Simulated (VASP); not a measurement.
# Ga (I4/mmm) in VASP: further runs

Ga is run at these levels: LDA; tasks: electric field gradients.

Program: VASP 6.6.1. These are calculated values, not measurements. Logs are shortened: lines on timing, memory, paths and dates and some standing lists are left out, and cuts for length are marked.

## Step 1: The cell of the first run

It takes space group I4/mmm (No. 139, tetragonal). The conventional cell has a = 2.799 Å, b = 2.799 Å, c = 4.443 Å, α = 90.00°, β = 90.00°, γ = 90.00°. Within 3.7 Å of Ga (site symmetry 4/mmm) lie 12 Ga at 2.80 to 2.98 Å.

## Step 2: Electric field gradients, LDA (17.40 Å³/atom)

Input file INCAR:

```
SYSTEM = Ga
ALGO = Normal ; EDIFF = 1E-8
ENCUT = 520 ; ISIF = 2
ISMEAR = -1 ; ISYM = 0
LASPH = .True. ; LCHARG = .False.
LEFG = .True. ; LREAL = .False.
LWAVE = .False. ; NBANDS = 12
NELM = 80 ; PREC = Accurate
SIGMA = 0.05
```

Input file KPOINTS:

```
k-points
0
Gamma
  14 14 16
  0 0 0
```

Input file POSCAR:

```
Ga
1.0
   -1.3993043128      1.3993043128      2.2215450948
    1.3993043128     -1.3993043128      2.2215450948
    1.3993043128      1.3993043128     -2.2215450948
Ga
1
Direct
    0.0000000000      0.0000000000      0.0000000000
```

Potentials or basis: VASP PAW LDA potentials, release 64 (Ga_d).

Started as:

```
> cat potpaw_LDA.64/Ga_d/POTCAR > POTCAR
> mpirun -np 1 vasp_std > vasp.out
```

OUTCAR:

```text
SYSTEM = Ga
   EDIFF = 1E-8
   ENCUT = 520
   ISIF = 2
   ISMEAR = -1
   ISYM = 0
   LASPH = .True.
   LREAL = .False.
   NELM = 80
   PREC = Accurate

 ion  position               nearest neighbor table
   1  0.000  0.000  0.000-

IMPORTANT INFORMATION: All symmetrisations will be switched off!
NOSYMM: (Re-)initialisation of all symmetry stuff for point group C_1.

----------------------------------------------------------------------------------------

                                     Primitive cell

  volume of cell :      17.3996

  direct lattice vectors                    reciprocal lattice vectors
    -1.399304313  1.399304313  2.221545095     0.000000000  0.357320417  0.225068580
     1.399304313 -1.399304313  2.221545095     0.357320417  0.000000000  0.225068580
     1.399304313  1.399304313 -2.221545095     0.357320417  0.357320417  0.000000000

  length of vectors
     2.975124826  2.975124826  2.975124826     0.422295804  0.422295804  0.505327379

  position of ions in fractional coordinates (direct lattice)
     0.000000000  0.000000000  0.000000000

  ion indices of the primitive-cell ions
   primitive index   ion index
                 1           1

----------------------------------------------------------------------------------------

 KPOINTS: k-points

Automatic generation of k-mesh.
 Grid dimensions read from file:
 generate k-points for:   14   14   16

 Generating k-lattice:

  Cartesian coordinates                     Fractional coordinates (reciprocal lattice)
     0.000000000  0.025522887  0.016076327     0.071428571  0.000000000 -0.000000000
     0.025522887  0.000000000  0.016076327     0.000000000  0.071428571 -0.000000000
     0.022332526  0.022332526  0.000000000     0.000000000  0.000000000  0.062500000

  Length of vectors
     0.030163986  0.030163986  0.031582961

  Shift w.r.t. Gamma in fractional coordinates (k-lattice)
     0.000000000  0.000000000  0.000000000

 -----------------------------------------------------------------------------
|                                                                             |
|           W    W    AA    RRRRR   N    N  II  N    N   GGGG   !!!           |
|           W    W   A  A   R    R  NN   N  II  NN   N  G    G  !!!           |
|           W    W  A    A  R    R  N N  N  II  N N  N  G       !!!           |
|           W WW W  AAAAAA  RRRRR   N  N N  II  N  N N  G  GGG   !            |
|           WW  WW  A    A  R   R   N   NN  II  N   NN  G    G                |
|           W    W  A    A  R    R  N    N  II  N    N   GGGG   !!!           |
|                                                                             |
|     Your reciprocal lattice and k-lattice belong to different lattice       |
|     classes:                                                                |
|                                                                             |
|        The reciprocal lattice is body-centered tetragonal,                  |
|        whereas your k-lattice is base-centered monoclinic.                  |
|                                                                             |
|     Results are often still useful ...                                      |
|                                                                             |
 -----------------------------------------------------------------------------

 WARNING: IBZKPT: internal override: KBLOWUP is changed to .FALSE.
      ... skipping the blow-up phase ...

 Subroutine IBZKPT returns following result:
 ===========================================

 Found   1572 irreducible k-points:

 Following reciprocal coordinates:
            Coordinates               Weight
  0.000000  0.000000  0.000000      1.000000
  0.071429 -0.000000  0.000000      2.000000
  0.142857  0.000000  0.000000      2.000000
  0.214286  0.000000 -0.000000      2.000000
  0.285714  0.000000  0.000000      2.000000
  0.357143  0.000000 -0.000000      2.000000
[... 16 lines left out ...]
  0.000000  0.142857  0.000000      2.000000
  0.071429  0.142857 -0.000000      2.000000
 [... further k-points ...]
   k-points           NKPTS =   1572   k-points in BZ     NKDIM =   1572   number of bands    NBANDS=     12
   number of dos      NEDOS =    301   number of ions     NIONS =      1
   total plane-waves  NPLWV =  13824
   dimension x,y,z NGX =    24 NGY =   24 NGZ =   24
   dimension x,y,z NGXF=    48 NGYF=   48 NGZF=   48
   ions per type =               1
   NGX,Y,Z   is equivalent  to a cutoff of  13.41, 13.41, 13.41 a.u.
   NGXF,Y,Z  is equivalent  to a cutoff of  26.82, 26.82, 26.82 a.u.
 SYSTEM =  Ga
   PREC   = accura    normal or accurate (medium, high low for compatibility)
   ISTART =      0    job   : 0-new  1-cont  2-samecut
   ICHARG =      2    charge: 1-file 2-atom 10-const
   ISPIN  =      1    spin polarized calculation?
   LNONCOLLINEAR =      F non collinear calculations
   LSORBIT =      F    spin-orbit coupling
   LASPH  =      T    aspherical Exc in radial PAW
   ENCUT  =  520.0 eV  38.22 Ry    6.18 a.u.   5.53  5.53  5.53*2*pi/ulx,y,z
   NELM   =     80;   NELMIN=  2; NELMDL= -5     # of ELM steps
   EDIFF  = 0.1E-07   stopping-criterion for ELM
   LREAL  =      F    real-space projection
   EDIFFG = 0.1E-06   stopping-criterion for IOM
   NSW    =      0    number of steps for IOM
   IBRION =     -1    ionic relax: 0-MD 1-quasi-New 2-CG
   NFREE  =      0    steps in history (QN), initial steepest desc. (CG)
   ISIF   =      2    stress and relaxation
   ISYM   =      0    0-nonsym 1-usesym 2-fastsym
   POTIM  = 0.5000    time-step for ionic-motion
   TEBEG  =    0.0;   TEEND  =   0.0 temperature during run
   PSTRESS=    0.0 pullay stress
   NELECT =      13.0000    total number of electrons
   NUPDOWN=      -1.0000    fix difference up-down
   EMIN   =  10.00;   EMAX   =-10.00  energy-range for DOS
   EFERMI =   0.00;   METHOD = LEGACY
   ISMEAR =    -1;   SIGMA  =   0.05  broadening in eV -4-tet -1-fermi 0-gaus
   EFERMI_NEDOS =   21; number of points for ismear=-14 and -15
   IALGO  =     38    algorithm
   IMIX   =      4    mixing-type and parameters
     AMIX     =   0.40;   BMIX     =  1.00
     AMIX_MAG =   1.60;   BMIX_MAG =  1.00
  volume/ion in A,a.u.               =      17.40       117.42
  Fermi-wavevector in a.u.,A,eV,Ry     =   1.485512  2.807210 30.024595  2.206746
  Thomas-Fermi vector in A             =   2.598914
   LORBIT       =      0    0 simple, 1 ext, 2 COOP (PROOUT), +10 PAW based schemes
   GGA     = CA    functional components
   LHFCALC =     F    Hartree Fock is set to
   AEXX    =    0.0000 exact exchange contribution
   IVDW    =     0    specifies the selected vdW correction
   LEPSILON=     F    determine dielectric tensor
   LRPA    =     F    only Hartree local field effects (RPA)
 non-spin polarized calculation
  energy-cutoff  :      520.00
  volume of cell :       17.40
 maximum number of plane-waves:       481
 NGX is ok and might be reduce to    24
   NGX = 11   NGY = 11   NGZ = 11

 number of electron      12.9999998 magnetization

 Free energy of the ion-electron system (eV)
  ---------------------------------------------------
  ext. energy  EPLUGINS =         0.00000000
  ---------------------------------------------------
  free energy    TOTEN  =        -3.56392639 eV

  energy without entropy =       -3.56126381  energy(sigma->0) =       -3.56259510

 E-fermi :   6.0930     XC(G=0): -11.7465

 val. band max:        6.0697166061   @ k =   0.0714  -0.3571   0.3125
 cond. band min:       6.1040763062   @ k =   0.3571  -0.0714   0.3750
 fundamental gap:      0.0343597001
 Fermi energy:         6.0929611088

 k-point     1 :       0.0000    0.0000    0.0000
  band No.  band energies     occupation
      1      -9.0793      2.00000
      2      -8.9430      2.00000
      3      -8.9429      2.00000
      4      -8.9187      2.00000
      5      -8.7761      2.00000
      6      -5.6031      2.00000
      7      19.0664      0.00000
      8      19.0665      0.00000
      9      19.0838      0.00000
     10      22.6946      0.00000
     11      22.7095      0.00000
     12      23.3364      0.00000

 k-point     2 :       0.0714   -0.0000    0.0000
  band No.  band energies     occupation
      1      -9.0715      2.00000
      2      -8.9459      2.00000
      3      -8.9365      2.00000
      4      -8.9160      2.00000
      5      -8.7801      2.00000
      6      -5.4635      2.00000
      7      17.4028      0.00000
      8      18.6198      0.00000
      9      18.8989      0.00000
     10      21.6968      0.00000
     11      23.2683      0.00000
     12      23.7381      0.00000

 k-point     3 :       0.1429    0.0000    0.0000
  band No.  band energies     occupation
      1      -9.0554      2.00000
      2      -8.9597      2.00000
      3      -8.9202      2.00000
      4      -8.8992      2.00000
      5      -8.7892      2.00000
      6      -5.0414      2.00000
      7      14.4359      0.00000
      8      17.6888      0.00000
      9      18.5499      0.00000
     10      21.2820      0.00000
     11      22.6120      0.00000
     12      24.7525      0.00000
[... 286 lines left out ...]
 k-point    23 :       0.0000    0.1429    0.0000
  band No.  band energies     occupation
      1      -9.0554      2.00000
      2      -8.9597      2.00000
      3      -8.9202      2.00000
      4      -8.8992      2.00000
      5      -8.7892      2.00000
      6      -5.0414      2.00000
      7      14.4359      0.00000
      8      17.6888      0.00000
      9      18.5499      0.00000
     10      21.2820      0.00000
     11      22.6120      0.00000
     12      24.7525      0.00000

 k-point    24 :       0.0714    0.1429   -0.0000
  band No.  band energies     occupation
      1      -9.0529      2.00000
      2      -8.9554      2.00000
      3      -8.9219      2.00000
      4      -8.8901      2.00000
      5      -8.7878      2.00000
      6      -4.7388      2.00000
      7      13.6750      0.00000
      8      16.0551      0.00000
      9      18.2075      0.00000
     10      21.4606      0.00000
     11      22.1253      0.00000
     12      24.3435      0.00000

 [... further k-points ...]

------------------------ aborting loop because EDIFF is reached ----------------------------------------

  FORCE on cell =-STRESS in cart. coord.  units (eV):
  Direction    XX          YY          ZZ          XY          YZ          ZX
  --------------------------------------------------------------------------------------
  -------------------------------------------------------------------------------------
  Total       -0.1000695     -0.1000695     -0.1150241     -0.0100994      0.0111400      0.0111402
  in kB       -9.2145233     -9.2145196    -10.5915619     -0.9299684      1.0257835      1.0258042
  external PRESSURE =      -9.6735350 kB  Pullay stress =       0.0000000 kB

 VOLUME and BASIS-vectors are now :
 -----------------------------------------------------------------------------
  energy-cutoff  :      520.00
  volume of cell :       17.40
      direct lattice vectors                 reciprocal lattice vectors
    -1.399304313  1.399304313  2.221545095     0.000000000  0.357320417  0.225068580
     1.399304313 -1.399304313  2.221545095     0.357320417  0.000000000  0.225068580
     1.399304313  1.399304313 -2.221545095     0.357320417  0.357320417  0.000000000

 POSITION                                       TOTAL-FORCE (eV/Angst)
 -----------------------------------------------------------------------------------
      0.00000      0.00000      0.00000        -0.000000      0.000000      0.000000
 -----------------------------------------------------------------------------------
    total drift:                               -0.000000      0.000000      0.000000

  FREE ENERGIE OF THE ION-ELECTRON SYSTEM (eV)
  ---------------------------------------------------
  free  energy   TOTEN  =        -3.5639263936 eV

  energy  without entropy=       -3.5612638052  energy(sigma->0) =       -3.56259510

 Electric field gradients (V/A^2)
---------------------------------------------------------------------
 ion       V_xx      V_yy      V_zz      V_xy      V_xz      V_yz
---------------------------------------------------------------------
   1     -10.533   -10.533    21.066     0.103     0.213     0.213
---------------------------------------------------------------------

 Electric field gradients after diagonalization (V/A^2)
 (convention: |V_zz| > |V_xx| > |V_yy|)
----------------------------------------------------------------------
 ion       V_xx      V_yy      V_zz     asymmetry (V_yy - V_xx)/ V_zz
----------------------------------------------------------------------
   1     -10.636   -10.433    21.069       0.010
----------------------------------------------------------------------

           NMR quadrupolar parameters

 Cq : quadrupolar parameter    Cq=e*Q*V_zz/h
 eta: asymmetry parameters     (V_yy - V_xx)/ V_zz
 Q  : nuclear electric quadrupole moment in mb (millibarn)
----------------------------------------------------------------------
 ion       Cq(MHz)       eta       Q (mb)
----------------------------------------------------------------------
   1       0.051       0.010       1.000
----------------------------------------------------------------------
```

Wall time 2.5 min (1 thread of Intel Xeon 8259CL, shared host); peak memory 0.4 GiB.

What came out:

* Free energy: -3.5639 eV
* Pressure: -1.0 GPa
* Band gap on the k mesh: zero (an odd number of electrons rules out a gap without spin polarisation)
* Largest electric field gradient by atom: Ga +21.1 V/Å²

Stress tensor (GPa, compression positive):
```
-0.92 -0.09  0.10
-0.09 -0.92  0.10
 0.10  0.10 -1.06
```

Levels at points of the mesh, in eV from the Fermi level:
```csv
k point,band 4,band 5,band 6,band 7,band 8,band 9
"(0.00, 0.00, 0.00)",-15.01,-14.87,-11.70,12.97,12.97,12.99
"(0.50, 0.00, 0.00)",-14.83,-14.79,-5.04,-4.32,8.71,11.88
"(0.00, 0.50, 0.00)",-14.83,-14.79,-5.04,-4.32,8.71,11.88
"(0.50, 0.50, 0.00)",-14.83,-14.72,-2.29,-1.39,4.11,5.03
"(0.00, 0.00, 0.50)",-14.83,-14.72,-2.29,-1.39,4.11,5.03
"(0.50, 0.00, 0.50)",-14.83,-14.79,-5.04,-4.32,8.71,11.88
"(0.00, 0.50, 0.50)",-14.83,-14.79,-5.04,-4.32,8.71,11.88
"(0.50, 0.50, 0.50)",-14.79,-14.79,-3.90,-3.71,6.54,6.54
```

Electric field gradients, principal values (V/Å²):
```tsv
atom	least	middle	greatest (by size)
1 Ga	-10.433	-10.636	21.069
```

Caveat: without QUAD_EFG the Cq values of the log hold for a quadrupole moment of 1 mb, not for the nuclei.

(Continued in part 2 of 2.)

The gap in the log of VASP goes by the Fermi energy; the results here count the filled bands.